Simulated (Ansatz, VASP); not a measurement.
**ZnSn2N2: VASP beside Ansatz**

```
CELL_PARAMETERS angstrom
2.62894 1.51782 4.15465
-2.62894 1.51782 4.15465
0.00000 -3.03564 4.15465
ATOMIC_POSITIONS crystal
Zn 0.00000 0.00000 0.00000
Sn 0.68047 0.68047 0.68047
Sn 0.31953 0.31953 0.31953
N 0.81361 0.81361 0.81361
N 0.18639 0.18639 0.18639
```

Alike in both runs: task relaxation of cell and atoms; functional PBE; k mesh 6 × 6 × 6; occupations gaussian, width 0.1 eV; no spin polarisation.

|  | VASP | Ansatz |
| --- | --- | --- |
| version | VASP 6.6.1 | Ansatz 0.2.0 |
| potentials or method | VASP PAW PBE potentials, release 64 (Zn, Sn_d, N), cutoff 600 eV | scalar-relativistic, plane waves, PAW |
| valence electrons in the cell | 50 | 50 |

|  | VASP | Ansatz | Ansatz less VASP |
| --- | --- | --- | --- |
| gap on the k mesh at the Fermi level, each at its own relaxed structure (eV) | 0.09 | 0.56 | +0.464 |
| relaxed volume (Å³/atom) | 26.08 | 19.33 | -6.749 |
| relaxed cell length with the largest relative difference (Å) | 5.223 | 6.238 | +1.0142 |

One of these differences is far larger than is usual between the two programs; its cause wasn't traced.

Noted on VASP's run: the volume moved by over 15 % at a fixed basis, so the end points are rough.
